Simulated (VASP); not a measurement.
A run of VASP 6.6.1 is set up as follows.

The input INCAR:

```
SYSTEM = Sn4H
PREC = Accurate
ENCUT = 500
EDIFF = 1E-6
ISMEAR = 0
SIGMA = 0.01
LREAL = .False.
LASPH = .True.
NELM = 120
ALGO = Normal
ISIF = 2
LWAVE = .False.
LCHARG = .False.
GGA = PE
NBANDS = 68
GGA_COMPAT = .False.
```

The input KPOINTS:

```
regular mesh
0
Gamma
  12 12 4
  0 0 0
```

File POSCAR:

```
Sn4H
1.0
    4.6943869919      0.0000000000      0.0000000000
   -2.3471934960      4.0654583902      0.0000000000
    0.0000000000      0.0000000000     16.1410413670
Sn H
8 2
Direct
    0.0000000000      0.0000000000      0.0886284627
    0.0000000000      0.0000000000      0.9113715373
    0.6666666667      0.3333333333      0.8525596475
    0.6666666667      0.3333333333      0.6753011078
    0.6666666667      0.3333333333      0.3796211063
    0.3333333333      0.6666666667      0.6203788937
    0.3333333333      0.6666666667      0.1474403525
    0.3333333333      0.6666666667      0.3246988922
    0.6666666667      0.3333333333      0.4881475285
    0.3333333333      0.6666666667      0.5118524715
```

Potentials or basis: VASP PAW PBE potentials, release 64 (Sn_d, H).

The run is started by

```sh
$ cat potpaw_PBE.64/Sn_d/POTCAR potpaw_PBE.64/H/POTCAR > POTCAR
$ mpirun -np 1 vasp_std > vasp.out
```

Task: Estimate the pressure.

Result: 0.5 GPa.

Task: What does it give for the largest force?

Result: 0.016 eV/Å.

Forces on the atoms (eV/Å):
```
Sn   0.000  0.000 -0.001
Sn   0.000  0.000  0.001
Sn   0.000  0.000  0.003
Sn   0.000  0.000  0.000
Sn   0.000  0.000  0.016
Sn   0.000  0.000 -0.016
Sn   0.000  0.000 -0.003
Sn   0.000  0.000  0.000
H    0.000  0.000 -0.014
H    0.000  0.000  0.014
```
